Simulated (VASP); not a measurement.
Write the native input for VASP 6.6.1 that does the following.

| Property | Result |
| --- | --- |
| Task | single point |
| Functional | PBE |
| Potentials or basis | VASP PAW PBE potentials, release 64 (Si, C) |
| Cutoff | 520 eV |
| k mesh | 12 × 12 × 6 |
| Occupations | gaussian, width 0.05 eV |
| Spin | no spin polarisation |
| Dipole correction | no |
| Further INCAR settings | ALGO = Normal; EDIFF = 1e-07; NBANDS = 16 |

The structure of SiC lies in POSCAR:

```
SiC
1.0
    3.1200190218      0.0000000000      0.0000000000
   -1.5600095109      2.7020157332      0.0000000000
    0.0000000000      0.0000000000      4.9832943816
Si C
2 2
Direct
    0.3333333333      0.6666666667      0.0045639005
    0.6666666667      0.3333333333      0.5045639005
    0.3333333333      0.6666666667      0.3804360995
    0.6666666667      0.3333333333      0.8804360995
```

This cell differs from its parent crystal: c/a of the conventional cell at fixed volume 1.5972.

The input as run:

INCAR

```
SYSTEM = SiC
ALGO = Normal
EDIFF = 1E-7
ENCUT = 520
GGA = PE
ISIF = 2
ISMEAR = 0
LASPH = .TRUE.
LCHARG = .FALSE.
LREAL = .FALSE.
LWAVE = .FALSE.
NBANDS = 16
NELM = 80
PREC = Accurate
SIGMA = 0.05
```

KPOINTS

```
k-points
0
G
  12 12 6
  0 0 0
```

Potentials or basis: VASP PAW PBE potentials, release 64 (Si, C).

The run is started by

```console
$ cat potpaw_PBE.64/Si/POTCAR potpaw_PBE.64/C/POTCAR > POTCAR
$ mpirun -np 1 vasp_std > vasp.out
```

It gave:

```
Pressure               : 0.1 GPa
Largest force          : 0.276 eV/Å
Band gap on the k mesh : 2.40 eV, indirect (least direct gap 3.69 eV)
```

Wall time 84 s on 1 thread of AMD EPYC 7R43 64-Core Processor (Zen 3) (shared host), peak memory 0.13 GiB.
